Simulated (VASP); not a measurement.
# InGa2P3 (I-4m2) in VASP: further runs, part 2 of 2

VASP 6.6.1. The steps go on from the part before.

## (3) Single point, LDA

Input file INCAR:

```
SYSTEM = InGa2P3
ALGO = Normal ; EDIFF = 1E-6
ENCUT = 520 ; ISIF = 2
ISMEAR = 0 ; LASPH = .TRUE.
LCHARG = .FALSE. ; LREAL = .FALSE.
LWAVE = .FALSE. ; NBANDS = 36
NELM = 80 ; PREC = Accurate
SIGMA = 0.02
```

Input file KPOINTS:

```
k-points
0
G
  10 10 10
  0 0 0
```

Input file POSCAR:

```
InGa2P3
1.0
   -1.9942552000      1.9942552000      8.5345977000
    1.9942552000     -1.9942552000      8.5345977000
    1.9942552000      1.9942552000     -8.5345977000
In Ga P
1 2 3
Direct
    0.0000000000      0.0000000000      0.0000000000
    0.6708680000      0.6708680000      0.0000000000
    0.3291320000      0.3291320000      0.0000000000
    0.9074120000      0.4074120000      0.5000000000
    0.2500000000      0.7500000000      0.5000000000
    0.5925880000      0.0925880000      0.5000000000
```

Potentials or basis: VASP PAW LDA potentials, release 64 (In_d, Ga_d, P).

Run with:

```
$ cat potpaw_LDA.64/In_d/POTCAR potpaw_LDA.64/Ga_d/POTCAR potpaw_LDA.64/P/POTCAR > POTCAR
$ mpirun -np 1 vasp_std > vasp.out
```

OUTCAR:

```text
SYSTEM = InGa2P3
   EDIFF = 1E-6
   ENCUT = 520
   ISIF = 2
   ISMEAR = 0
   LASPH = .TRUE.
   LREAL = .FALSE.
   NELM = 80
   PREC = Accurate

 ion  position               nearest neighbor table
   1  0.000  0.000  0.000-   6 2.54   4 2.54   6 2.54   4 2.54
   2  0.671  0.671  0.000-   6 2.40   6 2.40   5 2.41   5 2.41
   3  0.329  0.329  0.000-   4 2.40   4 2.40   5 2.41   5 2.41
   4  0.907  0.407  0.500-   3 2.40   3 2.40   1 2.54   1 2.54
   5  0.250  0.750  0.500-   3 2.41   2 2.41   3 2.41   2 2.41
   6  0.593  0.093  0.500-   2 2.40   2 2.40   1 2.54   1 2.54

  LATTYP: Found a body centered tetragonal cell.
 ALAT       =     3.9885104000
 C/A-ratio  =     4.2795915488

  Lattice vectors:

 A1 = (  -1.9942552000,   1.9942552000,   8.5345977000)
 A2 = (   1.9942552000,  -1.9942552000,   8.5345977000)
 A3 = (   1.9942552000,   1.9942552000,  -8.5345977000)

Analysis of symmetry for initial positions (statically):
=====================================================================
 Subroutine PRICEL returns:
 Original cell was already a primitive cell.

 Routine SETGRP: Setting up the symmetry group for a
 body centered tetragonal supercell.

 Subroutine GETGRP returns: Found  8 space group operations
 (whereof  8 operations were pure point group operations)
 out of a pool of 16 trial point group operations.

The static configuration has the point symmetry D_2d.

Analysis of symmetry for dynamics (positions and initial velocities):
=====================================================================
 Subroutine PRICEL returns:
 Original cell was already a primitive cell.

 Routine SETGRP: Setting up the symmetry group for a
 body centered tetragonal supercell.

 Subroutine GETGRP returns: Found  8 space group operations
 (whereof  8 operations were pure point group operations)
 out of a pool of 16 trial point group operations.

The dynamic configuration has the point symmetry D_2d.

 Subroutine INISYM returns: Found  8 space group operations
[... 122 lines left out ...]
   IALGO  =     38    algorithm
   IMIX   =      4    mixing-type and parameters
     AMIX     =   0.40;   BMIX     =  1.00
     AMIX_MAG =   1.60;   BMIX_MAG =  1.00
  volume/ion in A,a.u.               =      22.63       152.70
  Fermi-wavevector in a.u.,A,eV,Ry     =   1.203939  2.275115 19.721233  1.449470
  Thomas-Fermi vector in A             =   2.339679
   LORBIT       =      0    0 simple, 1 ext, 2 COOP (PROOUT), +10 PAW based schemes
   GGA     = CA    functional components
   LHFCALC =     F    Hartree Fock is set to
   AEXX    =    0.0000 exact exchange contribution
   IVDW    =     0    specifies the selected vdW correction
   LEPSILON=     F    determine dielectric tensor
   LRPA    =     F    only Hartree local field effects (RPA)
 non-spin polarized calculation
 Gauss-broadening in eV      SIGMA  =   0.02
  energy-cutoff  :      520.00
  volume of cell :      135.77
 maximum number of plane-waves:      3712
 NGX is ok and might be reduce to    70
   NGX = 33   NGY = 33   NGZ = 33

 number of electron      53.9999998 magnetization

 Free energy of the ion-electron system (eV)
  ---------------------------------------------------
  ext. energy  EPLUGINS =         0.00000000
  ---------------------------------------------------
  free energy    TOTEN  =       -30.32776259 eV

  energy without entropy =      -30.32776259  energy(sigma->0) =      -30.32776259

 E-fermi :   4.5490     XC(G=0):  -9.8152

 val. band max:        4.4107987057   @ k =   0.0000   0.0000   0.0000
 cond. band min:       5.2070001896   @ k =   0.0000   0.0000   0.0000
 fundamental gap:      0.7962014839
 Fermi energy:         4.5489685358

 k-point     1 :       0.0000    0.0000    0.0000
  band No.  band energies     occupation
      1     -10.3852      2.00000
      2     -10.3401      2.00000
      3     -10.3076      2.00000
      4     -10.3076      2.00000
      5     -10.2788      2.00000
      6     -10.2788      2.00000
[... 925 lines left out ...]
     35      10.2766      0.00000
     36      10.9950      0.00000

 [... further k-points ...]
[... 5 lines left out ...]
  --------------------------------------------------------------------------------------
  -------------------------------------------------------------------------------------
  Total       -3.8129545     -3.8129545     -3.9047616      0.0000000      0.0000000      0.0000000
  in kB      -44.9953566    -44.9953566    -46.0787397      0.0000000      0.0000000      0.0000000
  external PRESSURE =     -45.3564843 kB  Pullay stress =       0.0000000 kB

 VOLUME and BASIS-vectors are now :
 -----------------------------------------------------------------------------
  energy-cutoff  :      520.00
  volume of cell :      135.77
      direct lattice vectors                 reciprocal lattice vectors
    -1.994255200  1.994255200  8.534597700     0.000000000  0.250720169  0.058585070
     1.994255200 -1.994255200  8.534597700     0.250720169  0.000000000  0.058585070
     1.994255200  1.994255200 -8.534597700     0.250720169  0.250720169  0.000000000

 POSITION                                       TOTAL-FORCE (eV/Angst)
 -----------------------------------------------------------------------------------
      0.00000      0.00000      0.00000         0.000000     -0.000000     -0.000000
      0.00000      0.00000     11.45118         0.000000     -0.000000      0.000550
      0.00000      0.00000      5.61802         0.000000     -0.000000     -0.000550
      0.00000      1.99426      6.95420        -0.000000      0.000000      0.028434
      1.99426     -0.00000      4.26730         0.000000     -0.000000      0.000000
      0.00000      1.99426      1.58040        -0.000000      0.000000     -0.028434
 -----------------------------------------------------------------------------------
    total drift:                                0.000000     -0.000000      0.000000

  FREE ENERGIE OF THE ION-ELECTRON SYSTEM (eV)
  ---------------------------------------------------
  free  energy   TOTEN  =       -30.3277625905 eV

  energy  without entropy=      -30.3277625905  energy(sigma->0) =      -30.32776259
```

stdout:

```text
POSCAR found type information on POSCAR InGaP
 POSCAR found :  3 types and       6 ions
 scaLAPACK will be used
 LDA part: xc-table for (Slater(with rela. corr.)+CA(PZ))
 , standard interpolation
 POSCAR, INCAR and KPOINTS ok, starting setup
 FFT: planning ... GRIDC
 FFT: planning ... GRID_SOFT
 FFT: planning ... GRID
 WAVECAR not read
 entering main loop
```

Run time: 28 min. Hardware: 1 thread of Intel Xeon Platinum 8259CL at 2.50GHz (Skylake/Cascade Lake), shared host; peak memory 0.83 GiB.

What came out:

```
Free energy            : -30.3278 eV
Pressure               : -4.5 GPa
Largest force          : 0.028 eV/Å
Band gap on the k mesh : 0.80 eV
```

Forces on the atoms (eV/Å):
```
In   0.000  0.000  0.000
Ga   0.000  0.000  0.001
Ga   0.000  0.000 -0.001
P    0.000  0.000  0.028
P    0.000  0.000  0.000
P    0.000  0.000 -0.028
```

Stress tensor (GPa, compression positive):
```
-4.50  0.00  0.00
 0.00 -4.50  0.00
 0.00  0.00 -4.61
```

Caveat: the cell stands under tension; semilocal functionals underestimate gaps, and a narrow one can read as zero; spin-orbit coupling is left out, which moves the levels of the heavy elements. A k mesh can miss the band edges.
